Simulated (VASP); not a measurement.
# K2ZnWF6 (a cell with a defect) in VASP: notebook

The runs below take K2ZnWF6 (a cell with a defect) through single point, with PBEsol.

All numbers are computed with VASP 6.6.1; they aren't measurements. Logs are shortened: lines on timing, memory, paths and dates and some standing lists are left out, and cuts for length are marked.

### Step 1. The cell of the first run

The cell holds a defect, 10 atoms: a = 8.105 Å, b = 4.052 Å, c = 4.052 Å, α = 90.00°, β = 90.00°, γ = 90.00°.

### Step 2. Single point, PBEsol, collinear spin

Contents of INCAR:

```
PREC = Accurate
ENCUT = 520
EDIFF = 1E-6
ISMEAR = -1
SIGMA = 0.05
LREAL = F
LASPH = T
NELM = 150
ALGO = Normal
ISIF = 2
LWAVE = F
LCHARG = F
ISPIN = 2
MAGMOM = 0 0 0.2 0 0.2 0 0.2 0.2 0.2 0
LORBIT = 11
LMAXMIX = 4
GGA = PS
NBANDS = 58
NELECT = 87.0
```

Contents of KPOINTS:

```
Automatic mesh
0
Gamma
  2 2 2
  0.5 0.5 0.5
```

Contents of POSCAR:

```
K2ZnWF6
1.0
    8.1045260000      0.0000000000      0.0000000000
    0.0000000000      4.0522630000      0.0000000000
    0.0000000000      0.0000000000      4.0522630000
K W Zn F
2 1 1 6
Direct
    0.0094860000      0.0067140000      0.0397530000
    0.5151390000      0.9606580000      0.9844340000
    0.2527750000      0.4956810000      0.5053450000
    0.7617640000      0.5033710000      0.5330350000
    0.2629490000      0.4686560000      0.9535320000
    0.7332320000      0.5108560000      0.9879370000
    0.9812380000      0.4785240000      0.5452830000
    0.5004450000      0.4865200000      0.5356950000
    0.2483370000      0.0038680000      0.4789540000
    0.7639990000      0.9768100000      0.4894240000
```

Potentials or basis: VASP PAW PBE potentials, release 64 (K_sv, W_sv, Zn, F).

The run is started by

```bash
$ cat potpaw_PBE.64/K_sv/POTCAR potpaw_PBE.64/W_sv/POTCAR potpaw_PBE.64/Zn/POTCAR potpaw_PBE.64/F/POTCAR > POTCAR
$ mpirun -np 1 vasp_std > vasp.out
```

OUTCAR:

```text
PREC = Accurate
   ENCUT = 520
   EDIFF = 1E-6
   ISMEAR = -1
   LREAL = F
   LASPH = T
   NELM = 150
   ISIF = 2
   ISPIN = 2
   LORBIT = 11
   GGA = PS
   NELECT = 87.0

 ion  position               nearest neighbor table
   1  0.009  0.007  0.040-   9 2.63  10 2.70   7 2.78   5 2.80   7 2.81   3 3.37   3 3.43   3 3.54
                             3 3.59
   2  0.515  0.961  0.984-   6 2.54   8 2.65   8 2.80   6 2.85  10 2.85   5 2.86   4 3.28   3 3.44
                             3 3.54   3 3.60
   3  0.253  0.496  0.505-   5 1.82   9 2.00   8 2.01   9 2.06   7 2.21   5 2.24   1 3.37   1 3.43
                             2 3.44   1 3.54   2 3.54   1 3.59   2 3.60
   4  0.762  0.503  0.533-   7 1.78   6 1.86  10 1.93   8 2.12  10 2.14   6 2.22   2 3.28
   5  0.263  0.469  0.954-   3 1.82   3 2.24   1 2.80   2 2.86
   6  0.733  0.511  0.988-   4 1.86   4 2.22   2 2.54   2 2.85
   7  0.981  0.479  0.545-   4 1.78   3 2.21   1 2.78   1 2.81
   8  0.500  0.487  0.536-   3 2.01   4 2.12   2 2.65   2 2.80
   9  0.248  0.004  0.479-   3 2.00   3 2.06   1 2.63
  10  0.764  0.977  0.489-   4 1.93   4 2.14   1 2.70   2 2.85

  LATTYP: Found a simple tetragonal cell.
 ALAT       =     4.0522630000
 C/A-ratio  =     2.0000000000

  Lattice vectors:

 A1 = (   0.0000000000,   4.0522630000,   0.0000000000)
 A2 = (   0.0000000000,   0.0000000000,   4.0522630000)
 A3 = (   8.1045260000,   0.0000000000,   0.0000000000)

Analysis of symmetry for initial positions (statically):
=====================================================================
 Subroutine PRICEL returns:
 Original cell was already a primitive cell.

 Routine SETGRP: Setting up the symmetry group for a
 simple tetragonal supercell.

 Subroutine GETGRP returns: Found  1 space group operations
 (whereof  1 operations were pure point group operations)
 out of a pool of 16 trial point group operations.

The static configuration has the point symmetry C_1 .

Analysis of symmetry for dynamics (positions and initial velocities):
=====================================================================
 Subroutine PRICEL returns:
 Original cell was already a primitive cell.

 Routine SETGRP: Setting up the symmetry group for a
 simple tetragonal supercell.

 Subroutine GETGRP returns: Found  1 space group operations
 (whereof  1 operations were pure point group operations)
 out of a pool of 16 trial point group operations.

The dynamic configuration has the point symmetry C_1 .

Analysis of structural, dynamic, and magnetic symmetry:
=====================================================================
 Subroutine PRICEL returns:
 Original cell was already a primitive cell.

 Routine SETGRP: Setting up the symmetry group for a
 simple tetragonal supercell.

 Subroutine GETGRP returns: Found  1 space group operations
 (whereof  1 operations were pure point group operations)
 out of a pool of 16 trial point group operations.

The overall configuration has the point symmetry C_1 .

 Subroutine INISYM returns: Found  1 space group operations
 (whereof  1 operations are pure point group operations),
 and found     1 'primitive' translations

----------------------------------------------------------------------------------------

                                     Primitive cell

  volume of cell :     133.0831

  direct lattice vectors                    reciprocal lattice vectors
     8.104526000  0.000000000  0.000000000     0.123387845  0.000000000  0.000000000
     0.000000000  4.052263000  0.000000000     0.000000000  0.246775691  0.000000000
     0.000000000  0.000000000  4.052263000     0.000000000  0.000000000  0.246775691

  length of vectors
     8.104526000  4.052263000  4.052263000     0.123387845  0.246775691  0.246775691

  position of ions in fractional coordinates (direct lattice)
     0.009486000  0.006714000  0.039753000
     0.515139000  0.960658000  0.984434000
     0.252775000  0.495681000  0.505345000
     0.761764000  0.503371000  0.533035000
     0.262949000  0.468656000  0.953532000
     0.733232000  0.510856000  0.987937000
     0.981238000  0.478524000  0.545283000
     0.500445000  0.486520000  0.535695000
     0.248337000  0.003868000  0.478954000
     0.763999000  0.976810000  0.489424000

  ion indices of the primitive-cell ions
   primitive index   ion index
[... 54 lines left out ...]
   ICHARG =      2    charge: 1-file 2-atom 10-const
   ISPIN  =      2    spin polarized calculation?
   LNONCOLLINEAR =      F non collinear calculations
   LSORBIT =      F    spin-orbit coupling
   LASPH  =      T    aspherical Exc in radial PAW
   ENCUT  =  520.0 eV  38.22 Ry    6.18 a.u.  15.07  7.53  7.53*2*pi/ulx,y,z
   NELM   =    150;   NELMIN=  2; NELMDL= -5     # of ELM steps
   EDIFF  = 0.1E-05   stopping-criterion for ELM
   LREAL  =      F    real-space projection
   EDIFFG = 0.1E-04   stopping-criterion for IOM
   NSW    =      0    number of steps for IOM
   IBRION =     -1    ionic relax: 0-MD 1-quasi-New 2-CG
   NFREE  =      0    steps in history (QN), initial steepest desc. (CG)
   ISIF   =      2    stress and relaxation
   ISYM   =      2    0-nonsym 1-usesym 2-fastsym
   POTIM  = 0.5000    time-step for ionic-motion
   TEBEG  =    0.0;   TEEND  =   0.0 temperature during run
   PSTRESS=    0.0 pullay stress
   NELECT =      87.0000    total number of electrons
   NUPDOWN=      -1.0000    fix difference up-down
   EMIN   =  10.00;   EMAX   =-10.00  energy-range for DOS
   EFERMI =   0.00;   METHOD = LEGACY
   ISMEAR =    -1;   SIGMA  =   0.05  broadening in eV -4-tet -1-fermi 0-gaus
   EFERMI_NEDOS =   21; number of points for ismear=-14 and -15
   IALGO  =     38    algorithm
   IMIX   =      4    mixing-type and parameters
     AMIX     =   0.40;   BMIX     =  1.00
     AMIX_MAG =   1.60;   BMIX_MAG =  1.00
  volume/ion in A,a.u.               =      13.31        89.81
  Fermi-wavevector in a.u.,A,eV,Ry     =   1.420824  2.684968 27.466638  2.018741
  Thomas-Fermi vector in A             =   2.541699
   LORBIT       =     11    0 simple, 1 ext, 2 COOP (PROOUT), +10 PAW based schemes
   GGA     = PS    functional components
   LHFCALC =     F    Hartree Fock is set to
   AEXX    =    0.0000 exact exchange contribution
   IVDW    =     0    specifies the selected vdW correction
   LEPSILON=     F    determine dielectric tensor
   LRPA    =     F    only Hartree local field effects (RPA)
 spin polarized calculation
  energy-cutoff  :      520.00
  volume of cell :      133.08
 maximum number of plane-waves:      3590
 NGX is ok and might be reduce to    60
   NGX = 31   NGY = 15   NGZ = 15

 number of electron      87.0000003 magnetization       2.6862369

 Free energy of the ion-electron system (eV)
  ---------------------------------------------------
  ext. energy  EPLUGINS =         0.00000000
  ---------------------------------------------------
  free energy    TOTEN  =       -41.19621777 eV

  energy without entropy =      -41.12266046  energy(sigma->0) =      -41.15943912

 E-fermi :   6.2026     XC(G=0): -10.6202

 val. band max:        6.1279712311   @ k =   0.2500   0.2500   0.2500
 cond. band min:       6.2362096713   @ k =   0.2500  -0.2500   0.2500
 fundamental gap:      0.1082384402
 Fermi energy:         6.2026483736

 spin component 1

 k-point     1 :       0.2500    0.2500    0.2500
  band No.  band energies     occupation
      1     -68.9993      1.00000
      2     -34.1133      1.00000
      3     -33.6654      1.00000
      4     -33.3955      1.00000
      5     -27.0076      1.00000
      6     -26.9525      1.00000
[... 221 lines left out ...]
     54      10.5014      0.00000
     55      10.7389      0.00000
 Fermi energy:         6.2026483736

 spin component 2

 k-point     1 :       0.2500    0.2500    0.2500
  band No.  band energies     occupation
      1     -68.3580      1.00000
      2     -33.1926      1.00000
      3     -32.8386      1.00000
      4     -32.6200      1.00000
      5     -26.9817      1.00000
      6     -26.9182      1.00000
[... 221 lines left out ...]
     54      10.7678      0.00000
     55      10.9986      0.00000
 [bands above 55 left out]

------------------------ aborting loop because EDIFF is reached ----------------------------------------

  FORCE on cell =-STRESS in cart. coord.  units (eV):
  Direction    XX          YY          ZZ          XY          YZ          ZX
  --------------------------------------------------------------------------------------
  -------------------------------------------------------------------------------------
  Total       25.0105252     21.7386287     27.2663452     -0.6450453     -0.9826090      0.1940951
  in kB      301.0998402    261.7097240    328.2574887     -7.7656524    -11.8295568      2.3366966
  external PRESSURE =     297.0223509 kB  Pullay stress =       0.0000000 kB

 VOLUME and BASIS-vectors are now :
 -----------------------------------------------------------------------------
  energy-cutoff  :      520.00
  volume of cell :      133.08
      direct lattice vectors                 reciprocal lattice vectors
     8.104526000  0.000000000  0.000000000     0.123387845  0.000000000  0.000000000
     0.000000000  4.052263000  0.000000000     0.000000000  0.246775691  0.000000000
     0.000000000  0.000000000  4.052263000     0.000000000  0.000000000  0.246775691

 POSITION                                       TOTAL-FORCE (eV/Angst)
 -----------------------------------------------------------------------------------
      0.07688      0.02721      0.16109        -0.315516     -0.009619     -0.102873
      4.17496      3.89284      3.98919         0.014940      0.303573      0.163510
      2.04862      2.00863      2.04779        -2.153277      1.567972     -6.626950
      6.17374      2.03979      2.16000        -2.495490     -0.814125     -1.715311
      2.13108      1.89912      3.86396         0.525210     -0.756807      6.249352
      5.94250      2.07012      4.00338        -0.130662     -0.149565      1.861107
      7.95247      1.93911      2.20963         2.603775     -0.277226      0.269680
      4.05587      1.97151      2.17078         1.943896     -0.131952      0.073913
      2.01265      0.01567      1.94085         0.172439     -0.674856     -0.076110
      6.19185      3.95829      1.98327        -0.165315      0.942605     -0.096319
 -----------------------------------------------------------------------------------
    total drift:                               -0.001829     -0.000875      0.002176

  FREE ENERGIE OF THE ION-ELECTRON SYSTEM (eV)
  ---------------------------------------------------
  free  energy   TOTEN  =       -41.1962177706 eV

  energy  without entropy=      -41.1226604614  energy(sigma->0) =      -41.15943912

 total charge

# of ion       s       p       d       tot
------------------------------------------
    1        1.972   5.578   0.059   7.608
    2        1.968   5.582   0.049   7.599
    3        2.250   6.219   3.859  12.328
    4        0.498   0.498   9.998  10.994
    5        1.740   4.410   0.000   6.150
    6        1.746   4.369   0.000   6.116
    7        1.748   4.380   0.000   6.128
    8        1.747   4.366   0.000   6.113
    9        1.737   4.388   0.000   6.124
   10        1.746   4.360   0.000   6.106
--------------------------------------------------
tot         17.152  44.150  13.965  75.266

 magnetization (x)

# of ion       s       p       d       tot
------------------------------------------
    1        0.015   0.006   0.009   0.031
    2        0.011   0.005   0.007   0.023
    3        0.052   0.015   1.393   1.460
    4        0.112   0.027  -0.002   0.137
    5        0.006   0.059   0.000   0.065
    6        0.013   0.021   0.000   0.034
    7        0.017   0.020   0.000   0.037
    8        0.014   0.030   0.000   0.045
    9        0.005   0.047   0.000   0.052
   10        0.013   0.021   0.000   0.034
--------------------------------------------------
tot          0.260   0.252   1.408   1.919
```

Run time: 5.4 min. Hardware: 1 thread of Intel Xeon 8259CL, shared host; peak memory 0.29 GiB.

Results:

* Free energy: -41.1962 eV
* Largest force: 7.142 eV/Å
* Net moment: 2.69 μB per cell
* Site moments: K +0.03, +0.02; W +1.46; Zn +0.14; F +0.07, +0.03, +0.04, +0.05 (each value once) μB
* Valence electrons inside the program's atomic spheres: K 7.61, 7.60; W 12.33; Zn 10.99; F 6.15, 6.12, 6.13, 6.11 (each value once)

Forces on the atoms (eV/Å):
```
K   -0.316 -0.010 -0.103
K    0.015  0.304  0.164
W   -2.153  1.568 -6.627
Zn  -2.495 -0.814 -1.715
F    0.525 -0.757  6.249
F   -0.131 -0.150  1.861
F    2.604 -0.277  0.270
F    1.944 -0.132  0.074
F    0.172 -0.675 -0.076
F   -0.165  0.943 -0.096
```

Levels at points of the mesh, in eV from the Fermi level:
Spin up:
```tsv
k point	band 43	band 44	band 45	band 46	band 47	band 48
(0.25, 0.25, 0.25)	-1.17	-0.92	-0.10	1.03	1.86	2.24
```
Spin down:
| k point | band 40 | band 41 | band 42 | band 43 | band 44 | band 45 |
| --- | --- | --- | --- | --- | --- | --- |
| (0.25, 0.25, 0.25) | -6.42 | -6.37 | -0.07 | 0.08 | 0.18 | 0.35 |

Caveat: the k points lie up to 0.78 Å⁻¹ apart; the cell carries a net charge on a neutralising background, which shifts energy and pressure; the cell is charged against a uniform background, so pressure and absolute levels hang on convention; the PAW data sets were made with another functional, which shifts forces and pressure a little; spin-orbit coupling is left out, which moves the levels of the heavy elements.

### Step 3. Single point, PBEsol, collinear spin

Contents of INCAR:

```
SYSTEM = K2ZnWF6
PREC     = Accurate       ! precision mode
ENCUT    = 520            ! plane-wave cutoff, eV
EDIFF    = 1E-7           ! SCF threshold, eV
ISMEAR   = -1             ! smearing method
SIGMA    = 0.05           ! smearing width, eV
LREAL    = .False.        ! projectors in reciprocal space
LASPH    = .True.         ! aspherical terms in the spheres
NELM     = 150            ! most SCF steps
ALGO     = Normal         ! electronic algorithm
ISIF     = 2              ! what is computed and relaxed
LWAVE    = .False.        ! write WAVECAR
LCHARG   = .False.        ! write CHGCAR
ISPIN    = 2              ! spin polarisation
MAGMOM   = 0 0 0.22 0 0.22 0 0.22 0.22 0.22 0 ! initial moments
LORBIT   = 11             ! projections on sites
LMAXMIX  = 4              ! l up to which the mixer works
GGA      = PS             ! functional
NELECT   = 87.0         
NBANDS   = 58             ! bands
```

KPOINTS is that of step 2.

POSCAR is that of step 2.

Potentials or basis: VASP PAW PBE potentials, release 64 (K_sv, W_sv, Zn, F).

The run is started by

```bash
$ cat potpaw_PBE.64/K_sv/POTCAR potpaw_PBE.64/W_sv/POTCAR potpaw_PBE.64/Zn/POTCAR potpaw_PBE.64/F/POTCAR > POTCAR
$ mpirun -np 1 vasp_std > vasp.out
```

Run time: 5.6 min. Hardware: 1 thread of Intel Xeon 8259CL, shared host; peak memory 0.3 GiB.

It converged, with:

```
Free energy                                           : -41.1962 eV
Largest force                                         : 7.142 eV/Å
Net moment                                            : 2.69 μB per cell
Site moments                                          : K +0.03, +0.02; W +1.46; Zn +0.14; F +0.07, +0.03, +0.04, +0.05 (each value once) μB
Valence electrons inside the program's atomic spheres : K 7.61, 7.60; W 12.33; Zn 10.99; F 6.15, 6.12, 6.13, 6.11 (each value once)
```

Forces in eV/Å, atoms in the order of the input:
```
K   -0.315 -0.010 -0.103
K    0.015  0.304  0.164
W   -2.153  1.568 -6.627
Zn  -2.495 -0.814 -1.715
F    0.525 -0.757  6.249
F   -0.131 -0.150  1.861
F    2.604 -0.277  0.270
F    1.944 -0.132  0.074
F    0.172 -0.675 -0.076
F   -0.165  0.943 -0.096
```

Levels at points of the mesh, in eV from the Fermi level:
Spin up:
```
           k point  band 42  band 43  band 44  band 45  band 46  band 47  band 48  band 49
(0.25, 0.25, 0.25)    -1.24    -1.17    -0.92    -0.10     1.03     1.86     2.24     2.86
```
Spin down:
| k point | band 39 | band 40 | band 41 | band 42 | band 43 | band 44 | band 45 | band 46 |
| --- | --- | --- | --- | --- | --- | --- | --- | --- |
| (0.25, 0.25, 0.25) | -7.47 | -6.42 | -6.37 | -0.07 | 0.08 | 0.18 | 0.35 | 1.52 |

Caveat: the k points lie up to 0.78 Å⁻¹ apart; the cell carries a net charge on a neutralising background, which shifts energy and pressure; the cell is charged against a uniform background, so pressure and absolute levels hang on convention; the PAW data sets were made with another functional, which shifts forces and pressure a little; spin-orbit coupling is left out, which moves the levels of the heavy elements.
